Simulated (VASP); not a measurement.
# Co (Fd-3m) in VASP: a series of runs, part 2 of 3

VASP 6.6.1. Earlier steps stand in the parts before.

### Step 3. Single point, BLYP (volume scaled by 0.88)

Contents of INCAR:

```
SYSTEM = Co
AGGAC = 1.0 ; AGGAX = 1.0
ALDAC = 0.0 ; ALDAX = 1.0
ALGO = Normal ; EDIFF = 1E-6
ENCUT = 520 ; GGA = B5
ISIF = 2 ; ISMEAR = -1
LASPH = .True. ; LCHARG = .False.
LREAL = .False. ; LWAVE = .False.
NBANDS = 16 ; NELM = 80
PREC = Accurate ; SIGMA = 0.1
```

Contents of KPOINTS:

```
k-points
0
Gamma
  12 12 12
  0 0 0
```

Contents of POSCAR:

```
Co
1.0
    0.0000000000      2.3970960353      2.3970960353
    2.3970960353      0.0000000000      2.3970960353
    2.3970960353      2.3970960353      0.0000000000
Co
2
Direct
    0.1250000000      0.1250000000      0.1250000000
    0.8750000000      0.8750000000      0.8750000000
```

Potentials or basis: VASP PAW PBE potentials, release 64 (Co).

Started as:

```console
> cat potpaw_PBE.64/Co/POTCAR > POTCAR
> mpirun -np 1 vasp_std > vasp.out
```

OUTCAR:

```text
SYSTEM = Co
   EDIFF = 1E-6
   ENCUT = 520
   GGA = B5
   ISIF = 2
   ISMEAR = -1
   LASPH = .True.
   LREAL = .False.
   NELM = 80
   PREC = Accurate

 ion  position               nearest neighbor table
   1  0.125  0.125  0.125-   2 2.08   2 2.08   2 2.08   2 2.08
   2  0.875  0.875  0.875-   1 2.08   1 2.08   1 2.08   1 2.08

  LATTYP: Found a face centered cubic cell.
 ALAT       =     4.7941920706

  Lattice vectors:

 A1 = (   0.0000000000,   2.3970960353,   2.3970960353)
 A2 = (   2.3970960353,   0.0000000000,   2.3970960353)
 A3 = (   2.3970960353,   2.3970960353,   0.0000000000)

Analysis of symmetry for initial positions (statically):
=====================================================================
 Subroutine PRICEL returns:
 Original cell was already a primitive cell.

 Routine SETGRP: Setting up the symmetry group for a
 face centered cubic supercell.

 Subroutine GETGRP returns: Found 48 space group operations
 (whereof 12 operations were pure point group operations)
 out of a pool of 48 trial point group operations.

The static configuration has the point symmetry D_3d.
 The point group associated with its full space group is O_h .

Analysis of symmetry for dynamics (positions and initial velocities):
=====================================================================
 Subroutine PRICEL returns:
 Original cell was already a primitive cell.

 Routine SETGRP: Setting up the symmetry group for a
 face centered cubic supercell.

 Subroutine GETGRP returns: Found 48 space group operations
 (whereof 12 operations were pure point group operations)
 out of a pool of 48 trial point group operations.

The dynamic configuration has the point symmetry D_3d.
 The point group associated with its full space group is O_h .

 Subroutine INISYM returns: Found 48 space group operations
 (whereof 12 operations are pure point group operations),
 and found     1 'primitive' translations

----------------------------------------------------------------------------------------

                                     Primitive cell

  volume of cell :      27.5478

  direct lattice vectors                    reciprocal lattice vectors
     0.000000000  2.397096035  2.397096035    -0.208585719  0.208585719  0.208585719
     2.397096035  0.000000000  2.397096035     0.208585719 -0.208585719  0.208585719
     2.397096035  2.397096035  0.000000000     0.208585719  0.208585719 -0.208585719

  length of vectors
     3.390005723  3.390005723  3.390005723     0.361281063  0.361281063  0.361281063

  position of ions in fractional coordinates (direct lattice)
     0.125000000  0.125000000  0.125000000
     0.875000000  0.875000000  0.875000000

  ion indices of the primitive-cell ions
   primitive index   ion index
                 1           1
                 2           2

----------------------------------------------------------------------------------------

 KPOINTS: k-points

Automatic generation of k-mesh.
 Grid dimensions read from file:
 generate k-points for:   12   12   12

 Generating k-lattice:

  Cartesian coordinates                     Fractional coordinates (reciprocal lattice)
    -0.017382143  0.017382143  0.017382143     0.083333333  0.000000000  0.000000000
     0.017382143 -0.017382143  0.017382143     0.000000000  0.083333333  0.000000000
     0.017382143  0.017382143 -0.017382143     0.000000000  0.000000000  0.083333333

  Length of vectors
     0.030106755  0.030106755  0.030106755

  Shift w.r.t. Gamma in fractional coordinates (k-lattice)
     0.000000000  0.000000000  0.000000000

 Subroutine IBZKPT returns following result:
 ===========================================

 Found     72 irreducible k-points:

 Following reciprocal coordinates:
            Coordinates               Weight
  0.000000  0.000000  0.000000      1.000000
  0.083333  0.000000  0.000000      8.000000
  0.166667  0.000000  0.000000      8.000000
  0.250000  0.000000  0.000000      8.000000
  0.333333  0.000000  0.000000      8.000000
  0.416667  0.000000  0.000000      8.000000
[... 16 lines left out ...]
  0.500000  0.166667  0.000000     24.000000
 -0.416667  0.166667  0.000000     24.000000
 [... further k-points ...]
   k-points           NKPTS =     72   k-points in BZ     NKDIM =     72   number of bands    NBANDS=     16
   number of dos      NEDOS =    301   number of ions     NIONS =      2
   total plane-waves  NPLWV =  21952
   dimension x,y,z NGX =    28 NGY =   28 NGZ =   28
   dimension x,y,z NGXF=    56 NGYF=   56 NGZF=   56
   ions per type =               2
   NGX,Y,Z   is equivalent  to a cutoff of  13.73, 13.73, 13.73 a.u.
   NGXF,Y,Z  is equivalent  to a cutoff of  27.46, 27.46, 27.46 a.u.
 SYSTEM =  Co
   PREC   = accura    normal or accurate (medium, high low for compatibility)
   ISTART =      0    job   : 0-new  1-cont  2-samecut
   ICHARG =      2    charge: 1-file 2-atom 10-const
   ISPIN  =      1    spin polarized calculation?
   LNONCOLLINEAR =      F non collinear calculations
   LSORBIT =      F    spin-orbit coupling
   LASPH  =      T    aspherical Exc in radial PAW
   ENCUT  =  520.0 eV  38.22 Ry    6.18 a.u.   6.30  6.30  6.30*2*pi/ulx,y,z
   NELM   =     80;   NELMIN=  2; NELMDL= -5     # of ELM steps
   EDIFF  = 0.1E-05   stopping-criterion for ELM
   LREAL  =      F    real-space projection
   EDIFFG = 0.1E-04   stopping-criterion for IOM
   NSW    =      0    number of steps for IOM
   IBRION =     -1    ionic relax: 0-MD 1-quasi-New 2-CG
   NFREE  =      0    steps in history (QN), initial steepest desc. (CG)
   ISIF   =      2    stress and relaxation
   ISYM   =      2    0-nonsym 1-usesym 2-fastsym
   POTIM  = 0.5000    time-step for ionic-motion
   TEBEG  =    0.0;   TEEND  =   0.0 temperature during run
   PSTRESS=    0.0 pullay stress
   NELECT =      18.0000    total number of electrons
   NUPDOWN=      -1.0000    fix difference up-down
   EMIN   =  10.00;   EMAX   =-10.00  energy-range for DOS
   EFERMI =   0.00;   METHOD = LEGACY
   ISMEAR =    -1;   SIGMA  =   0.10  broadening in eV -4-tet -1-fermi 0-gaus
   EFERMI_NEDOS =   21; number of points for ismear=-14 and -15
   IALGO  =     38    algorithm
   IMIX   =      4    mixing-type and parameters
     AMIX     =   0.40;   BMIX     =  1.00
     AMIX_MAG =   1.60;   BMIX_MAG =  1.00
  volume/ion in A,a.u.               =      13.77        92.95
  Fermi-wavevector in a.u.,A,eV,Ry     =   1.420595  2.684535 27.457777  2.018090
  Thomas-Fermi vector in A             =   2.541494
   LORBIT       =      0    0 simple, 1 ext, 2 COOP (PROOUT), +10 PAW based schemes
   GGA     = B5    functional components
   LHFCALC =     F    Hartree Fock is set to
   AEXX    =    0.0000 exact exchange contribution
   IVDW    =     0    specifies the selected vdW correction
   LEPSILON=     F    determine dielectric tensor
   LRPA    =     F    only Hartree local field effects (RPA)
 non-spin polarized calculation
  energy-cutoff  :      520.00
  volume of cell :       27.55
 maximum number of plane-waves:       754
 NGX is ok and might be reduce to    28
   NGX = 13   NGY = 13   NGZ = 13

 number of electron      18.0000008 magnetization

 Free energy of the ion-electron system (eV)
  ---------------------------------------------------
  ext. energy  EPLUGINS =         0.00000000
  ---------------------------------------------------
  free energy    TOTEN  =        -9.99845751 eV

  energy without entropy =       -9.86984447  energy(sigma->0) =       -9.93415099

 E-fermi :   7.7366     XC(G=0): -11.1237

 val. band max:        7.7236431651   @ k =   0.3333   0.1667   0.0833
 cond. band min:       7.7475294361   @ k =   0.5000   0.2500   0.0000
 fundamental gap:      0.0238862709
 Fermi energy:         7.7365593616

 k-point     1 :       0.0000    0.0000    0.0000
  band No.  band energies     occupation
      1       0.5577      2.00000
      2       4.3583      2.00000
      3       4.3583      2.00000
      4       4.6075      2.00000
      5       4.6075      2.00000
      6       4.6075      2.00000
[... 8 lines left out ...]
     15      22.0748      0.00000
     16      22.0748      0.00000
[... 419 lines left out ...]
 k-point    24 :      -0.4167    0.1667    0.0000
  band No.  band energies     occupation
      1       3.7945      2.00000
      2       4.2177      2.00000
      3       4.2975      2.00000
      4       4.5269      2.00000
      5       5.0543      2.00000
      6       5.1184      2.00000
[... 8 lines left out ...]
     15      20.0001      0.00000
     16      24.1571      0.00000

 [... further k-points ...]
[... 5 lines left out ...]
  --------------------------------------------------------------------------------------
  -------------------------------------------------------------------------------------
  Total        3.1420150      3.1420150      3.1420150     -0.0000000     -0.0000000     -0.0000000
  in kB      182.7395439    182.7395439    182.7395439     -0.0000000     -0.0000000     -0.0000000
  external PRESSURE =     182.7395439 kB  Pullay stress =       0.0000000 kB

 VOLUME and BASIS-vectors are now :
 -----------------------------------------------------------------------------
  energy-cutoff  :      520.00
  volume of cell :       27.55
      direct lattice vectors                 reciprocal lattice vectors
     0.000000000  2.397096035  2.397096035    -0.208585719  0.208585719  0.208585719
     2.397096035  0.000000000  2.397096035     0.208585719 -0.208585719  0.208585719
     2.397096035  2.397096035  0.000000000     0.208585719  0.208585719 -0.208585719

 POSITION                                       TOTAL-FORCE (eV/Angst)
 -----------------------------------------------------------------------------------
      0.59927      0.59927      0.59927        -0.000000     -0.000000     -0.000000
      4.19492      4.19492      4.19492         0.000000      0.000000      0.000000
 -----------------------------------------------------------------------------------
    total drift:                                0.000000      0.000000     -0.000000

  FREE ENERGIE OF THE ION-ELECTRON SYSTEM (eV)
  ---------------------------------------------------
  free  energy   TOTEN  =        -9.9984575095 eV

  energy  without entropy=       -9.8698444692  energy(sigma->0) =       -9.93415099
```

OSZICAR:

```text
N       E                     dE             d eps       ncg     rms          rms(c)
DAV:   1     0.850586904838E+02    0.85059E+02   -0.84883E+03  2336   0.145E+03
DAV:   2    -0.880001155946E+01   -0.93859E+02   -0.84493E+02  2312   0.234E+02
DAV:   3    -0.112535276590E+02   -0.24535E+01   -0.24087E+01  2744   0.533E+01
DAV:   4    -0.112948783140E+02   -0.41351E-01   -0.41340E-01  3320   0.548E+00
DAV:   5    -0.112952364413E+02   -0.35813E-03   -0.35811E-03  2856   0.511E-01    0.109E+01
DAV:   6    -0.105238773218E+02    0.77136E+00   -0.97791E+00  2696   0.567E+01    0.539E+00
DAV:   7    -0.100232872521E+02    0.50059E+00   -0.20625E+00  2768   0.248E+01    0.193E+00
DAV:   8    -0.100002587737E+02    0.23028E-01   -0.24178E-02  3360   0.206E+00    0.536E-01
DAV:   9    -0.999845706804E+01    0.18017E-02   -0.21200E-03  3432   0.610E-01    0.913E-02
DAV:  10    -0.999845619657E+01    0.87147E-06   -0.76656E-05  2528   0.116E-01    0.200E-02
DAV:  11    -0.999845740081E+01   -0.12042E-05   -0.68481E-06  2584   0.239E-02    0.397E-03
DAV:  12    -0.999845750946E+01   -0.10865E-06   -0.23154E-07  1976   0.401E-03
   1 F= -.99984575E+01 E0= -.99341510E+01  d E =-.128613E+00
```

stdout:

```text
POSCAR found type information on POSCAR Co
 POSCAR found :  1 types and       2 ions
 scaLAPACK will be used
 -----------------------------------------------------------------------------
|                                                                             |
|                                                                             |
|     You enforced a specific xc type in the INCAR file but a different       |
|     I HOPE YOU KNOW WHAT YOU ARE DOING!                                     |
|                                                                             |
 -----------------------------------------------------------------------------

 LDA part: xc-table for (Slater(with rela. corr.)+VWN5), standard interpolation
 POSCAR, INCAR and KPOINTS ok, starting setup
 FFT: planning ... GRIDC
 FFT: planning ... GRID_SOFT
 FFT: planning ... GRID
 WAVECAR not read
 entering main loop
```

Wall time 25 s (1 thread of Intel Xeon 6975P-C, shared host); peak memory 0.17 GiB.

What came out:

* Free energy: -9.9985 eV
* Pressure: 18.3 GPa
* Band gap on the k mesh: zero (band 9 reaches 8.26 eV, above the bottom of band 10 at 7.43 eV)

Levels at points of the mesh, in eV from the Fermi level:
| k point | band 6 | band 7 | band 8 | band 9 | band 10 | band 11 | band 12 | band 13 |
| --- | --- | --- | --- | --- | --- | --- | --- | --- |
| (0.00, 0.00, 0.00) | -3.13 | -1.17 | -1.17 | -1.17 | 0.32 | 0.32 | 14.17 | 14.17 |
| (0.50, 0.00, 0.00) | -3.15 | -1.48 | -0.65 | -0.65 | 0.10 | 0.10 | 1.64 | 10.36 |
| (0.50, 0.50, 0.00) | -2.08 | -1.49 | -1.49 | 0.28 | 0.28 | 2.07 | 2.07 | 5.19 |

Caveat: the PAW data sets were made with another functional, which shifts forces and pressure a little; the run has no spin polarisation, though such a crystal can be magnetic.

[end of part 2 of 3]
